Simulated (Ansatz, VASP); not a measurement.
Al: VASP beside Ansatz

Contents of INCAR:

```
PREC     = Accurate       # precision mode
ENCUT    = 400            # plane-wave cutoff, eV
EDIFF    = 1E-6           # SCF threshold, eV
ISMEAR   = 1              # smearing method
SIGMA    = 0.1            # smearing width, eV
LREAL    = F              # projectors in reciprocal space
LASPH    = T              # aspherical terms in the spheres
NELM     = 120            # most SCF steps
ALGO     = Normal         # electronic algorithm
ISIF     = 2              # what is computed and relaxed
LWAVE    = F              # write WAVECAR
LCHARG   = F              # write CHGCAR
LDIPOL   = T            
IDIPOL   = 3            
DIPOL    = 0.5 0.5 0.449
GGA      = PS             # functional
IVDW     = 12             # dispersion correction
NBANDS   = 42             # bands
GGA_COMPAT= F            
NELMDL   = -8
```

Contents of KPOINTS:

```
Automatic mesh
0
Gamma
  9 9 1
```

Contents of POSCAR:

```
Al
1.0
    4.9167405043      0.0000000000      0.0000000000
   -2.4583702521      4.2580221805      0.0000000000
    0.0000000000      0.0000000000     28.3367820834
Al
18
Direct
   -0.0000003333     -0.0000003333      0.2470287550
    0.3333333333      0.6666670000      0.2470287550
    0.6666670000      0.3333333333      0.2470287550
    0.3333333333      0.9999146808      0.3284363798
    0.6667519859      0.6667519859      0.3284363798
   -0.0000853192      0.3333333333      0.3284363798
    0.6666666667      1.0000000000      0.4087756310
    0.0000000000      0.6666666667      0.4087756310
    0.3333333333      0.3333333333      0.4087837204
    0.0000163281      0.0000163281      0.4895345955
    0.3333333333      0.6666503386      0.4895345955
    0.6666503386      0.3333333333      0.4895345955
    0.3333333333      0.9995723727      0.5697684914
    0.6670942940      0.6670942940      0.5697684914
   -0.0004276273      0.3333333333      0.5697684914
    0.6666666667      1.0000000000      0.6510188656
    0.0000000000      0.6666666667      0.6510188656
    0.3333333333      0.3333333333      0.6504863979
```

Input for Ansatz:

```yaml
crystal:
  lattice:
    - [4.916740503, 0.0, 0.0]
    - [-2.4583702515, 4.2580221794, 0.0]
    - [0.0, 0.0, 28.3367820837]
  atoms:
    - { symbol: Al, position: [-3.333e-07, -3.333e-07, 0.247028755] }
    - { symbol: Al, position: [0.3333333333, 0.666667, 0.247028755] }
    - { symbol: Al, position: [0.666667, 0.3333333333, 0.247028755] }
    - { symbol: Al, position: [0.3333333333, 0.9999148142, 0.3284360005] }
    - { symbol: Al, position: [0.6667518525, 0.6667518525, 0.3284360005] }
    - { symbol: Al, position: [-8.51858e-05, 0.3333333333, 0.3284360005] }
    - { symbol: Al, position: [0.6666666667, 1.0, 0.4087754942] }
    - { symbol: Al, position: [0.0, 0.6666666667, 0.4087754942] }
    - { symbol: Al, position: [0.3333333333, 0.3333333333, 0.4087836198] }
    - { symbol: Al, position: [1.60617e-05, 1.60617e-05, 0.4895342797] }
    - { symbol: Al, position: [0.3333333333, 0.666650605, 0.4895342797] }
    - { symbol: Al, position: [0.666650605, 0.3333333333, 0.4895342797] }
    - { symbol: Al, position: [0.3333333333, 0.9995728463, 0.5697689961] }
    - { symbol: Al, position: [0.6670938204, 0.6670938204, 0.5697689961] }
    - { symbol: Al, position: [-0.0004271537, 0.3333333333, 0.5697689961] }
    - { symbol: Al, position: [0.6666666667, 1.0, 0.6510194151] }
    - { symbol: Al, position: [0.0, 0.6666666667, 0.6510194151] }
    - { symbol: Al, position: [0.3333333333, 0.3333333333, 0.650486647] }
basis:
  ecutwfc: 420
kpoints:
  mp_grid: { grid: [9, 9, 1] }
hamiltonian:
  xc: pbesol
  dispersion: d3bj
  pseudopotentials: { kind: paw, azcp: { folder: soft_1 } }
scf:
  occupations: { method: methfessel_paxton, width: 0.1 }
  n_extra_bands: 12
  max_iter: 160
output:
  forces: true
  eigenvalues: true
  write_density: true
  write_potential: true
  elf: true
  volumetric_format: npy
efield:
  axis: 3
  dipole_correction: true
```

Alike in both runs: task single point; functional PBEsol; dispersion D3(BJ); k mesh 9 × 9 × 1; occupations methfessel-paxton of order 1, width 0.1 eV; no spin polarisation.

|  | VASP | Ansatz |
| --- | --- | --- |
| version | VASP 6.6.1 | Ansatz 0.2.0 |
| potentials or method | VASP PAW PBE potentials, release 64 (Al), cutoff 400 eV | scalar-relativistic, plane waves, PAW |
| valence electrons in the cell | 54 | 54 |

|  | VASP | Ansatz | Ansatz less VASP |
| --- | --- | --- | --- |
| gap on the k mesh at the Fermi level (eV) | none | none | - |
| rms of the force components (eV/Å) | 0.008 | 0.008 | -0.0004 |

VASP's potentials were made for PBE, not for PBEsol, and Ansatz warns of the same on its side. Atom by atom the forces differ by 0.001 eV/Å (rms over components). A gap of «none» marks a metal or a gap that the smearing closes.
